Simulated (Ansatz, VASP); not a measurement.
**Sn: VASP beside Ansatz**

The input INCAR:

```
PREC = Accurate ; ENCUT = 500
EDIFF = 1E-6 ; ISMEAR = 0
SIGMA = 0.1 ; LREAL = False
LASPH = True ; NELM = 120
ALGO = Normal ; ISIF = 2
LWAVE = False ; LCHARG = False
GGA = PS ; NBANDS = 21
GGA_COMPAT = False
```

Contents of KPOINTS:

```
regular mesh
0
Gamma
  6 6 6
```

Contents of POSCAR:

```
Sn
1.0
    0.0000000000      3.2703348532      3.2703348532
    3.2703348532      0.0000000000      3.2703348532
    3.2703348532      3.2703348532      0.0000000000
Sn
2
Direct
    0.0000000000      0.0000000000      0.0000000000
    0.2500000000      0.2500000000      0.2500000000
```

Input for Ansatz:

```yaml
crystal:
  lattice:
    - [0.0, 3.2703348532, 3.2703348532]
    - [3.2703348532, 0.0, 3.2703348532]
    - [3.2703348532, 3.2703348532, 0.0]
  atoms:
    - { symbol: Sn, position: [0.0, 0.0, 0.0] }
    - { symbol: Sn, position: [0.25, 0.25, 0.25] }
basis:
  ecutwfc: 420
kpoints:
  mp_grid: { grid: [6, 6, 6] }
hamiltonian:
  xc: pbesol
  pseudopotentials: { kind: paw, azcp: { folder: soft_1 } }
scf:
  occupations: { method: gaussian, width: 0.1 }
output:
  forces: true
  stress: true
  eigenvalues: true
```

Alike in both runs: task single point; functional PBEsol; k mesh 6 × 6 × 6; occupations gaussian, width 0.1 eV; no spin polarisation.

|  | VASP | Ansatz |
| --- | --- | --- |
| version | VASP 6.6.1 | Ansatz 0.2.0 |
| potentials or method | VASP PAW PBE potentials, release 64 (Sn_d), cutoff 500 eV | scalar-relativistic, plane waves, PAW |
| valence electrons in the cell | 28 | 28 |

```csv
,VASP,Ansatz,Ansatz less VASP
gap on the k mesh at the Fermi level (eV),none,none,-
pressure (GPa),0.0,0.0,+0.07
```

VASP's potentials were made for PBE, not for PBEsol, and Ansatz warns of the same on its side. A gap of «none» marks a metal or a gap that the smearing closes.
